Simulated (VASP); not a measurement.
# Be (Im-3m) in VASP: further runs

Runs on Be. Level: PBEsol. Tasks: single point.

Everything below comes from runs of VASP 6.6.1. Logs are shortened: lines on timing, memory, paths and dates and some standing lists are left out, and cuts for length are marked.

**1. The cell of the first run**

Symmetry: Im-3m, No. 229, cubic system. The conventional cell has a = 2.389 Å, b = 2.389 Å, c = 2.389 Å, α = 90.00°, β = 90.00°, γ = 90.00°. Within 2.7 Å of Be (site symmetry m-3m) lie 14 Be at 2.07 to 2.39 Å.

**2. Single point, PBEsol (volume scaled by 0.88)**

INCAR reads:

```
ALGO     = Normal         # electronic algorithm
EDIFF    = 1E-6           # SCF threshold, eV
ENCUT    = 520            # plane-wave cutoff, eV
GGA      = PS             # functional
ISIF     = 2              # what is computed and relaxed
ISMEAR   = -1             # smearing method
LASPH    = True           # aspherical terms in the spheres
LCHARG   = False          # write CHGCAR
LREAL    = False          # projectors in reciprocal space
LWAVE    = False          # write WAVECAR
NBANDS   = 7              # bands
NELM     = 80             # most SCF steps
PREC     = Accurate       # precision mode
SIGMA    = 0.1            # smearing width, eV
```

KPOINTS reads:

```
k-points
0
Gamma
  23 23 23
```

POSCAR reads:

```
Be
1.0
   -1.1946246956      1.1946246956      1.1946246956
    1.1946246956     -1.1946246956      1.1946246956
    1.1946246956      1.1946246956     -1.1946246956
Be
1
Direct
    0.0000000000      0.0000000000      0.0000000000
```

Potentials or basis: VASP PAW PBE potentials, release 64 (Be).

Run with:

```
> cat potpaw_PBE.64/Be/POTCAR > POTCAR
> mpirun -np 1 vasp_std > vasp.out
```

OUTCAR:

```text
EDIFF = 1E-6
   ENCUT = 520
   GGA = PS
   ISIF = 2
   ISMEAR = -1
   LASPH = True
   LREAL = False
   NELM = 80
   PREC = Accurate

 ion  position               nearest neighbor table
   1  0.000  0.000  0.000-

  LATTYP: Found a body centered cubic cell.
 ALAT       =     2.3892493912

  Lattice vectors:

 A1 = (  -1.1946246956,   1.1946246956,   1.1946246956)
 A2 = (   1.1946246956,  -1.1946246956,   1.1946246956)
 A3 = (   1.1946246956,   1.1946246956,  -1.1946246956)

Analysis of symmetry for initial positions (statically):
=====================================================================
 Subroutine PRICEL returns:
 Original cell was already a primitive cell.

 Routine SETGRP: Setting up the symmetry group for a
 body centered cubic supercell.

 Subroutine GETGRP returns: Found 48 space group operations
 (whereof 48 operations were pure point group operations)
 out of a pool of 48 trial point group operations.

The static configuration has the point symmetry O_h .

Analysis of symmetry for dynamics (positions and initial velocities):
=====================================================================
 Subroutine PRICEL returns:
 Original cell was already a primitive cell.

 Routine SETGRP: Setting up the symmetry group for a
 body centered cubic supercell.

 Subroutine GETGRP returns: Found 48 space group operations
 (whereof 48 operations were pure point group operations)
 out of a pool of 48 trial point group operations.

The dynamic configuration has the point symmetry O_h .

 Subroutine INISYM returns: Found 48 space group operations
 (whereof 48 operations are pure point group operations),
 and found     1 'primitive' translations

----------------------------------------------------------------------------------------

                                     Primitive cell

  volume of cell :       6.8195

  direct lattice vectors                    reciprocal lattice vectors
    -1.194624696  1.194624696  1.194624696     0.000000000  0.418541490  0.418541490
     1.194624696 -1.194624696  1.194624696     0.418541490  0.000000000  0.418541490
     1.194624696  1.194624696 -1.194624696     0.418541490  0.418541490  0.000000000

  length of vectors
     2.069150669  2.069150669  2.069150669     0.591907051  0.591907051  0.591907051

  position of ions in fractional coordinates (direct lattice)
     0.000000000  0.000000000  0.000000000

  ion indices of the primitive-cell ions
   primitive index   ion index
                 1           1

----------------------------------------------------------------------------------------

 KPOINTS: k-points

Automatic generation of k-mesh.
 Grid dimensions read from file:
 generate k-points for:   23   23   23

 Generating k-lattice:

  Cartesian coordinates                     Fractional coordinates (reciprocal lattice)
     0.000000000  0.018197456  0.018197456     0.043478261  0.000000000  0.000000000
     0.018197456  0.000000000  0.018197456     0.000000000  0.043478261  0.000000000
     0.018197456  0.018197456  0.000000000     0.000000000  0.000000000  0.043478261

  Length of vectors
     0.025735089  0.025735089  0.025735089

  Shift w.r.t. Gamma in fractional coordinates (k-lattice)
     0.000000000  0.000000000  0.000000000

 Subroutine IBZKPT returns following result:
 ===========================================

 Found    364 irreducible k-points:

 Following reciprocal coordinates:
            Coordinates               Weight
  0.000000  0.000000  0.000000      1.000000
  0.043478  0.000000  0.000000     12.000000
  0.086957  0.000000  0.000000     12.000000
  0.130435  0.000000  0.000000     12.000000
  0.173913  0.000000  0.000000     12.000000
  0.217391  0.000000  0.000000     12.000000
[... 16 lines left out ...]
  0.478261  0.043478  0.000000     24.000000
  0.086957  0.086957  0.000000     24.000000
 [... further k-points ...]
   k-points           NKPTS =    364   k-points in BZ     NKDIM =    364   number of bands    NBANDS=      7
   number of dos      NEDOS =    301   number of ions     NIONS =      1
   total plane-waves  NPLWV =   4096
   dimension x,y,z NGX =    16 NGY =   16 NGZ =   16
   dimension x,y,z NGXF=    32 NGYF=   32 NGZF=   32
   ions per type =               1
   NGX,Y,Z   is equivalent  to a cutoff of  12.86, 12.86, 12.86 a.u.
   NGXF,Y,Z  is equivalent  to a cutoff of  25.71, 25.71, 25.71 a.u.
 SYSTEM =  unknown system
   PREC   = accura    normal or accurate (medium, high low for compatibility)
   ISTART =      0    job   : 0-new  1-cont  2-samecut
   ICHARG =      2    charge: 1-file 2-atom 10-const
   ISPIN  =      1    spin polarized calculation?
   LNONCOLLINEAR =      F non collinear calculations
   LSORBIT =      F    spin-orbit coupling
   LASPH  =      T    aspherical Exc in radial PAW
   ENCUT  =  520.0 eV  38.22 Ry    6.18 a.u.   3.85  3.85  3.85*2*pi/ulx,y,z
   NELM   =     80;   NELMIN=  2; NELMDL= -5     # of ELM steps
   EDIFF  = 0.1E-05   stopping-criterion for ELM
   LREAL  =      F    real-space projection
[... 7 lines left out ...]
   TEBEG  =    0.0;   TEEND  =   0.0 temperature during run
   PSTRESS=    0.0 pullay stress
   NELECT =       2.0000    total number of electrons
   NUPDOWN=      -1.0000    fix difference up-down
   EMIN   =  10.00;   EMAX   =-10.00  energy-range for DOS
   EFERMI =   0.00;   METHOD = LEGACY
   ISMEAR =    -1;   SIGMA  =   0.10  broadening in eV -4-tet -1-fermi 0-gaus
   EFERMI_NEDOS =   21; number of points for ismear=-14 and -15
   IALGO  =     38    algorithm
   IMIX   =      4    mixing-type and parameters
     AMIX     =   0.40;   BMIX     =  1.00
     AMIX_MAG =   1.60;   BMIX_MAG =  1.00
  volume/ion in A,a.u.               =       6.82        46.02
  Fermi-wavevector in a.u.,A,eV,Ry     =   1.087677  2.055412 16.096258  1.183042
  Thomas-Fermi vector in A             =   2.223842
   LORBIT       =      0    0 simple, 1 ext, 2 COOP (PROOUT), +10 PAW based schemes
   GGA     = PS    functional components
   LHFCALC =     F    Hartree Fock is set to
   AEXX    =    0.0000 exact exchange contribution
   IVDW    =     0    specifies the selected vdW correction
   LEPSILON=     F    determine dielectric tensor
   LRPA    =     F    only Hartree local field effects (RPA)
 non-spin polarized calculation
  energy-cutoff  :      520.00
  volume of cell :        6.82
 maximum number of plane-waves:       195
   NGX =  7   NGY =  7   NGZ =  7

 number of electron       2.0000000 magnetization

 Free energy of the ion-electron system (eV)
  ---------------------------------------------------
  ext. energy  EPLUGINS =         0.00000000
  ---------------------------------------------------
  free energy    TOTEN  =        -3.84683839 eV

  energy without entropy =       -3.84266450  energy(sigma->0) =       -3.84475145

 E-fermi :   9.2052     XC(G=0): -11.1088

 val. band max:        9.1587922161   @ k =   0.3043   0.2609   0.0870
 cond. band min:       9.2441213659   @ k =   0.3043   0.3043   0.0000
 fundamental gap:      0.0853291498
 Fermi energy:         9.2052183569

 k-point     1 :       0.0000    0.0000    0.0000
  band No.  band energies     occupation
      1      -3.8735      2.00000
      2      30.9551      0.00000
      3      30.9551      0.00000
      4      30.9551      0.00000
      5      42.8969      0.00000
      6      42.8969      0.00000
      7      42.8969      0.00000

 k-point     2 :       0.0435    0.0000    0.0000
  band No.  band energies     occupation
      1      -3.8042      2.00000
      2      30.5835      0.00000
      3      30.6347      0.00000
      4      30.8618      0.00000
      5      41.8274      0.00000
      6      41.8923      0.00000
      7      43.4102      0.00000

 k-point     3 :       0.0870    0.0000    0.0000
  band No.  band energies     occupation
      1      -3.5962      2.00000
      2      29.4351      0.00000
      3      29.8113      0.00000
      4      30.5869      0.00000
      5      39.8012      0.00000
      6      40.1875      0.00000
      7      43.6617      0.00000

 k-point     4 :       0.1304    0.0000    0.0000
  band No.  band energies     occupation
      1      -3.2492      2.00000
      2      27.5442      0.00000
      3      28.7386      0.00000
      4      30.1501      0.00000
      5      38.3843      0.00000
      6      38.5056      0.00000
      7      43.1344      0.00000

 k-point     5 :       0.1739    0.0000    0.0000
  band No.  band energies     occupation
      1      -2.7631      2.00000
      2      25.1504      0.00000
      3      27.6052      0.00000
      4      29.5912      0.00000
      5      36.9689      0.00000
      6      37.6292      0.00000
      7      43.0196      0.00000

 k-point     6 :       0.2174    0.0000    0.0000
  band No.  band energies     occupation
      1      -2.1386      2.00000
      2      22.5440      0.00000
      3      26.5185      0.00000
      4      28.9660      0.00000
      5      35.6083      0.00000
      6      37.3292      0.00000
      7      43.2810      0.00000

 k-point     7 :       0.2609    0.0000    0.0000
  band No.  band energies     occupation
      1      -1.3787      2.00000
      2      19.9236      0.00000
      3      25.5362      0.00000
      4      28.3330      0.00000
      5      34.4350      0.00000
      6      37.3218      0.00000
      7      43.8680      0.00000
[... 121 lines left out ...]
 k-point    20 :       0.3478    0.0435    0.0000
  band No.  band energies     occupation
      1       1.0892      2.00000
      2      13.9921      0.00000
      3      23.4864      0.00000
      4      26.3945      0.00000
      5      33.2158      0.00000
      6      37.9909      0.00000
      7      46.4255      0.00000

 k-point    21 :       0.3913    0.0435    0.0000
  band No.  band energies     occupation
      1       2.1503      2.00000
      2      12.0679      0.00000
      3      23.0540      0.00000
      4      26.0287      0.00000
      5      32.7610      0.00000
      6      38.3320      0.00000
      7      47.6348      0.00000

 k-point    22 :       0.4348    0.0435    0.0000
  band No.  band energies     occupation
      1       3.0588      2.00000
      2      10.6369      0.00000
      3      22.7928      0.00000
      4      25.8046      0.00000
      5      32.4866      0.00000
      6      38.5860      0.00000
      7      48.7222      0.00000

 k-point    23 :       0.4783    0.0435    0.0000
  band No.  band energies     occupation
      1       3.4521      2.00000
      2      10.0686      0.00036
      3      22.7054      0.00000
      4      25.7291      0.00000
      5      32.3949      0.00000
      6      38.6804      0.00000
      7      49.2264      0.00000

 k-point    24 :       0.0870    0.0870    0.0000
  band No.  band energies     occupation
      1      -3.0406      2.00000
      2      27.3922      0.00000
      3      27.4415      0.00000
      4      29.3965      0.00000
      5      37.8999      0.00000
      6      38.5078      0.00000
      7      43.0201      0.00000

 [... further k-points ...]
[... 5 lines left out ...]
  --------------------------------------------------------------------------------------
  -------------------------------------------------------------------------------------
  Total        0.8622366      0.8622366      0.8622366      0.0000000      0.0000000     -0.0000000
  in kB      202.5734718    202.5734718    202.5734718      0.0000000      0.0000000     -0.0000000
  external PRESSURE =     202.5734718 kB  Pullay stress =       0.0000000 kB

 VOLUME and BASIS-vectors are now :
 -----------------------------------------------------------------------------
  energy-cutoff  :      520.00
  volume of cell :        6.82
      direct lattice vectors                 reciprocal lattice vectors
    -1.194624696  1.194624696  1.194624696     0.000000000  0.418541490  0.418541490
     1.194624696 -1.194624696  1.194624696     0.418541490  0.000000000  0.418541490
     1.194624696  1.194624696 -1.194624696     0.418541490  0.418541490  0.000000000

 POSITION                                       TOTAL-FORCE (eV/Angst)
 -----------------------------------------------------------------------------------
      0.00000      0.00000      0.00000         0.000000      0.000000      0.000000
 -----------------------------------------------------------------------------------
    total drift:                               -0.000000     -0.000000      0.000000

  FREE ENERGIE OF THE ION-ELECTRON SYSTEM (eV)
  ---------------------------------------------------
  free  energy   TOTEN  =        -3.8468383915 eV

  energy  without entropy=       -3.8426645032  energy(sigma->0) =       -3.84475145
```

Run time: 7.1 s. Hardware: 1 thread of Intel Xeon 6975P-C, shared host; peak memory 0.12 GiB.

Results:

```
Free energy            : -3.8468 eV
Pressure               : 20.3 GPa
Band gap on the k mesh : zero (band 1 reaches 13.15 eV, above the bottom of band 2 at 7.70 eV)
```

Levels at points of the mesh, in eV from the Fermi level:
| k point | band 1 | band 2 | band 3 | band 4 | band 5 |
| --- | --- | --- | --- | --- | --- |
| (0.00, 0.00, 0.00) | -13.08 | 21.75 | 21.75 | 21.75 | 33.69 |

Caveat: the cell differs from its parent crystal (volume scaled by 0.88); the PAW data sets were made with another functional, which shifts forces and pressure a little.

**3. Single point, PBEsol**

This run uses another cell than the first one, of 7.75 Å³/atom, 1.136 times its volume.

INCAR reads:

```
SYSTEM = Be
  PREC = Accurate
  ENCUT = 520
  EDIFF = 1E-7
  ISMEAR = -1
  SIGMA = 0.1
  LREAL = .FALSE.
  LASPH = .TRUE.
  NELM = 100
  ALGO = Normal
  ISIF = 2
  LWAVE = .FALSE.
  LCHARG = .FALSE.
  GGA = PS
  NBANDS = 7
```

KPOINTS reads:

```
Automatic mesh
0
G
  23 23 23
  0 0 0
```

POSCAR reads:

```
Be
1.0
   -1.2466291113      1.2466291113      1.2466291113
    1.2466291113     -1.2466291113      1.2466291113
    1.2466291113      1.2466291113     -1.2466291113
Be
1
Direct
    0.0000000000      0.0000000000      0.0000000000
```

Potentials or basis: VASP PAW PBE potentials, release 64 (Be).

Run with:

```
> cat potpaw_PBE.64/Be/POTCAR > POTCAR
> mpirun -np 1 vasp_std > vasp.out
```

Wall time 8.8 s (1 thread of Intel Xeon 6975P-C, shared host); peak memory 0.12 GiB.

The run converged. Its results:

* Free energy: -3.9016 eV
* Pressure: 0.4 GPa
* Band gap on the k mesh: zero (band 1 reaches 11.61 eV, above the bottom of band 2 at 6.70 eV)

Levels at points of the mesh, in eV from the Fermi level:
| k point | band 1 | band 2 | band 3 | band 4 | band 5 | band 6 |
| --- | --- | --- | --- | --- | --- | --- |
| (0.00, 0.00, 0.00) | -12.32 | 19.60 | 19.60 | 19.60 | 31.02 | 31.02 |

Caveat: the PAW data sets were made with another functional, which shifts forces and pressure a little.
